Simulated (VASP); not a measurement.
# SnO (Aem2) in VASP: a series of runs, part 2 of 2

VASP 6.6.1.

## 3. Single point, PBEsol (all O atoms moved +0.025 Å, as atom 5 along Cartesian [0 1 0])

Input file INCAR:

```
SYSTEM = SnO
ALGO     = Fast           ! electronic algorithm
EDIFF    = 1E-6           ! SCF threshold, eV
ENCUT    = 520            ! plane-wave cutoff, eV
GGA      = PS             ! functional
ISIF     = 2              ! what is computed and relaxed
ISMEAR   = 0              ! smearing method
LASPH    = .True.         ! aspherical terms in the spheres
LCHARG   = .False.        ! write CHGCAR
LREAL    = .False.        ! projectors in reciprocal space
LWAVE    = .False.        ! write WAVECAR
NBANDS   = 50             ! bands
NELM     = 80             ! most SCF steps
PREC     = Accurate       ! precision mode
SIGMA    = 0.15           ! smearing width, eV
```

Input file KPOINTS:

```
k-points
0
Gamma
  10 10 4
  0 0 0
```

Input file POSCAR:

```
SnO
1.0
    2.6904553516     -2.6904757566      0.0000000000
    2.6904553516      2.6904757566      0.0000000000
    0.0000000000      0.0000000000      9.4948200140
Sn O
4 4
Direct
    0.9991897041      0.0008102959      0.9998622097
    0.0008102959      0.9991897041      0.4998622097
    0.5008102959      0.4991897041      0.2571377902
    0.4991897041      0.5008102959      0.7571377902
   -0.0038663161      0.5038663161      0.3785000000
    0.9945742792      0.5054257208      0.8785000000
    0.4961336839      1.0038663161      0.3785000000
    0.4945742792      0.0054257208      0.8785000000
```

Potentials or basis: VASP PAW PBE potentials, release 64 (Sn_d, O).

On the command line:

```bash
$ cat potpaw_PBE.64/Sn_d/POTCAR potpaw_PBE.64/O/POTCAR > POTCAR
$ mpirun -np 1 vasp_std > vasp.out
```

OUTCAR:

```text
SYSTEM = SnO
   EDIFF = 1E-6
   ENCUT = 520
   GGA = PS
   ISIF = 2
   ISMEAR = 0
   LASPH = .True.
   LREAL = .False.
   NELM = 80
   PREC = Accurate

 ion  position               nearest neighbor table
   1  0.999  0.001  1.000-   6 2.21   8 2.21   6 2.24   8 2.24   4 3.54   4 3.54   4 3.54   4 3.54
                             3 3.63   3 3.63   3 3.63   3 3.64
   2  0.001  0.999  0.500-   5 2.21   7 2.21   5 2.24   7 2.24   3 3.54   3 3.54   3 3.54   3 3.54
                             4 3.63   4 3.63   4 3.63   4 3.64
   3  0.501  0.499  0.257-   5 2.21   7 2.21   7 2.24   5 2.24   2 3.54   2 3.54   2 3.54   2 3.54
                             1 3.63   1 3.63   1 3.63   1 3.64
   4  0.499  0.501  0.757-   6 2.21   8 2.21   8 2.24   6 2.24   1 3.54   1 3.54   1 3.54   1 3.54
                             2 3.63   2 3.63   2 3.63   2 3.64
   5  0.996  0.504  0.379-   2 2.21   3 2.21   2 2.24   3 2.24
   6  0.995  0.505  0.879-   1 2.21   4 2.21   1 2.24   4 2.24
   7  0.496  0.004  0.379-   2 2.21   3 2.21   2 2.24   3 2.24
   8  0.495  0.005  0.879-   1 2.21   4 2.21   1 2.24   4 2.24

  LATTYP: Found a simple tetragonal cell.
 ALAT       =     3.8048928757
 C/A-ratio  =     2.4954237410

  Lattice vectors:

 A1 = (   2.6904553516,  -2.6904757566,   0.0000000000)
 A2 = (   2.6904553516,   2.6904757566,   0.0000000000)
 A3 = (   0.0000000000,   0.0000000000,   9.4948200140)

Analysis of symmetry for initial positions (statically):
=====================================================================
 Subroutine PRICEL returns:
 Original cell was already a primitive cell.

 Routine SETGRP: Setting up the symmetry group for a
 simple tetragonal supercell.

 Subroutine GETGRP returns: Found  4 space group operations
 (whereof  2 operations were pure point group operations)
 out of a pool of 16 trial point group operations.

The static configuration has the point symmetry C_1h.
 The point group associated with its full space group is C_2v.

Analysis of symmetry for dynamics (positions and initial velocities):
=====================================================================
 Subroutine PRICEL returns:
[... 151 lines left out ...]
   LEPSILON=     F    determine dielectric tensor
   LRPA    =     F    only Hartree local field effects (RPA)
 non-spin polarized calculation
 RMM-DIIS sequential band-by-band and
 Gauss-broadening in eV      SIGMA  =   0.15
  energy-cutoff  :      520.00
  volume of cell :      137.46
 maximum number of plane-waves:      3732
   NGX = 15   NGY = 15   NGZ = 35

 number of electron      80.0000010 magnetization

 Free energy of the ion-electron system (eV)
  ---------------------------------------------------
  ext. energy  EPLUGINS =         0.00000000
  ---------------------------------------------------
  free energy    TOTEN  =       -48.42577100 eV

  energy without entropy =      -48.42252780  energy(sigma->0) =      -48.42414940

 E-fermi :   7.3073     XC(G=0): -10.6010

 val. band max:        7.2317671205   @ k =   0.1000  -0.0000   0.0000
 cond. band min:       7.3837879432   @ k =   0.5000   0.5000   0.2500
 fundamental gap:      0.1520208227
 Fermi energy:         7.3073100156

 k-point     1 :       0.0000    0.0000    0.0000
  band No.  band energies     occupation
      1     -14.7024      2.00000
      2     -14.6804      2.00000
      3     -14.2694      2.00000
      4     -14.2585      2.00000
      5     -14.2582      2.00000
      6     -14.2471      2.00000
[... 1261 lines left out ...]
     49      12.7882      0.00000
     50      13.9622      0.00000

 [... further k-points ...]

------------------------ aborting loop because EDIFF is reached ----------------------------------------

  FORCE on cell =-STRESS in cart. coord.  units (eV):
  Direction    XX          YY          ZZ          XY          YZ          ZX
  --------------------------------------------------------------------------------------
  -------------------------------------------------------------------------------------
  Total        0.2162976      0.2084445      0.2376017      0.0000000      0.0000000      0.0000000
  in kB        2.5211031      2.4295699      2.7694182      0.0000000      0.0000000      0.0000000
  external PRESSURE =       2.5733637 kB  Pullay stress =       0.0000000 kB

 VOLUME and BASIS-vectors are now :
 -----------------------------------------------------------------------------
  energy-cutoff  :      520.00
  volume of cell :      137.46
      direct lattice vectors                 reciprocal lattice vectors
     2.690455352 -2.690475757  0.000000000     0.185842147 -0.185840738  0.000000000
     2.690455352  2.690475757  0.000000000     0.185842147  0.185840738  0.000000000
     0.000000000  0.000000000  9.494820014     0.000000000  0.000000000  0.105320585

 POSITION                                       TOTAL-FORCE (eV/Angst)
 -----------------------------------------------------------------------------------
      2.69046     -2.68612      9.49351         0.000000      0.090611      0.093889
      2.69046      2.68612      4.74610         0.000000      0.097296      0.093965
      2.69046     -0.00436      2.44148         0.000000      0.097296     -0.093965
      2.69046      0.00436      7.18889         0.000000      0.090611     -0.093889
      4.03568     -1.32443      3.59379         0.000000     -0.092293      0.000000
      4.03568     -1.31604      8.34120         0.000000     -0.095614      0.000000
      1.34523     -1.32443      3.59379         0.000000     -0.092293      0.000000
      1.34523     -1.31604      8.34120         0.000000     -0.095614      0.000000
 -----------------------------------------------------------------------------------
    total drift:                                0.000000      0.001520     -0.000009

  FREE ENERGIE OF THE ION-ELECTRON SYSTEM (eV)
  ---------------------------------------------------
  free  energy   TOTEN  =       -48.4257710044 eV

  energy  without entropy=      -48.4225277989  energy(sigma->0) =      -48.42414940
```

OSZICAR:

```text
N       E                     dE             d eps       ncg     rms          rms(c)
DAV:   1     0.106136054288E+04    0.10614E+04   -0.37408E+04 10098   0.246E+03
DAV:   2     0.163371976146E+03   -0.89799E+03   -0.85760E+03  9436   0.699E+02
DAV:   3    -0.368007256757E+02   -0.20017E+03   -0.19085E+03 10450   0.250E+02
DAV:   4    -0.541892550277E+02   -0.17389E+02   -0.17029E+02 10978   0.763E+01
DAV:   5    -0.548387277812E+02   -0.64947E+00   -0.64753E+00 10748   0.152E+01    0.151E+01
RMM:   6    -0.484844993623E+02    0.63542E+01   -0.23004E+01 11575   0.181E+01    0.579E+00
RMM:   7    -0.484518107764E+02    0.32689E-01   -0.24279E+00 12623   0.775E+00    0.354E+00
RMM:   8    -0.484361764514E+02    0.15634E-01   -0.72016E-01 12649   0.390E+00    0.118E+00
RMM:   9    -0.484239655538E+02    0.12211E-01   -0.29779E-01 13483   0.174E+00    0.432E-01
RMM:  10    -0.484261308419E+02   -0.21653E-02   -0.25352E-02 13601   0.790E-01    0.323E-01
RMM:  11    -0.484257349951E+02    0.39585E-03   -0.57525E-03 13683   0.404E-01    0.510E-02
RMM:  12    -0.484257409187E+02   -0.59236E-05   -0.11730E-03 13156   0.220E-01    0.486E-02
RMM:  13    -0.484257716501E+02   -0.30731E-04   -0.38807E-04 15100   0.922E-02    0.389E-02
RMM:  14    -0.484257718626E+02   -0.21252E-06   -0.39697E-05 14429   0.308E-02    0.143E-02
RMM:  15    -0.484257710044E+02    0.85826E-06   -0.73285E-06 10989   0.147E-02
   1 F= -.48425771E+02 E0= -.48424149E+02  d E =-.324321E-02
```

Wall time 21 min (1 thread of Oxide Virtual Turin-like, shared host); peak memory 0.51 GiB.

Results:

- Free energy: -48.4258 eV
- Pressure: 0.3 GPa
- Largest force: 0.135 eV/Å
- Band gap on the k mesh: zero (bands 40 and 41 overlap by 0.10 eV)

Forces in eV/Å, atoms in the order of the input:
```
Sn   0.000  0.091  0.094
Sn   0.000  0.097  0.094
Sn   0.000  0.097 -0.094
Sn   0.000  0.091 -0.094
O    0.000 -0.092  0.000
O    0.000 -0.096  0.000
O    0.000 -0.092  0.000
O    0.000 -0.096  0.000
```

Caveat: the cell differs from its parent crystal (all O atoms moved +0.025 Å, as atom 5 along Cartesian [0 1 0]); semilocal functionals underestimate gaps, and a narrow one can read as zero; the PAW data sets were made with another functional, which shifts forces and pressure a little; spin-orbit coupling is left out, which moves the levels of the heavy elements.

The gap in the log of VASP goes by the Fermi energy; the results here count the filled bands.